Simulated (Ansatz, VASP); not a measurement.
Ge in VASP and in Ansatz

Contents of INCAR:

```
PREC     = Accurate       # precision mode
ENCUT    = 600            # plane-wave cutoff, eV
EDIFF    = 1E-6           # SCF threshold, eV
ISMEAR   = -1             # smearing method
SIGMA    = 0.08           # smearing width, eV
LREAL    = False          # projectors in reciprocal space
LASPH    = True           # aspherical terms in the spheres
NELM     = 100            # most SCF steps
ALGO     = Normal         # electronic algorithm
ISIF     = 3              # what is computed and relaxed
LWAVE    = False          # write WAVECAR
LCHARG   = False          # write CHGCAR
GGA      = PS             # functional
IBRION   = 2              # ionic algorithm
NSW      = 100            # ionic steps
EDIFFG   = -0.002         # ionic threshold
```

KPOINTS

```
regular mesh
0
Gamma
  14 14 14
```

Contents of POSCAR:

```
Ge
1.0
    0.0000000000      2.8289100000      2.8289100000
    2.8289100000      0.0000000000      2.8289100000
    2.8289100000      2.8289100000      0.0000000000
Ge
2
Direct
    0.5000000000      0.5000000000      0.5000000000
    0.7500000000      0.7500000000      0.7500000000
```

Input for Ansatz:

```yaml
crystal:
  lattice:
    - [0.0, 2.82891, 2.82891]
    - [2.82891, 0.0, 2.82891]
    - [2.82891, 2.82891, 0.0]
  atoms:
    - { symbol: Ge, position: [0.5, 0.5, 0.5] }
    - { symbol: Ge, position: [0.75, 0.75, 0.75] }
kpoints:
  mp_grid: { grid: [14, 14, 14] }
scf:
  occupations: { method: fermi_dirac, width: 0.08 }
hamiltonian:
  xc: pbesol
  pseudopotentials: { kind: paw }
relax:
  f_tol: 0.002
  max_steps: 80
  cell: {}
output:
  forces: true
  stress: true
```

Alike in both runs: task relaxation of cell and atoms; functional PBEsol; k mesh 14 × 14 × 14; occupations fermi-dirac, width 0.08 eV; no spin polarisation.

|  | VASP | Ansatz |
| --- | --- | --- |
| version | VASP 6.6.1 | Ansatz 0.2.0 |
| potentials or method | VASP PAW PBE potentials, release 64 (Ge_d) | PAW with Ansatz's default frozen-core files, scalar-relativistic |
| plane-wave cutoff (eV) | 600 | 420 |
| valence electrons in the cell | 28 | 28 |

|  | VASP | Ansatz | Ansatz less VASP |
| --- | --- | --- | --- |
| relaxed volume (Å³/atom) | 22.86 | 22.86 | -0.001 |
| relaxed cell length with the largest relative difference (Å) | 4.014 | 4.014 | -0.0001 |

VASP's potentials were made for PBE, not for PBEsol.
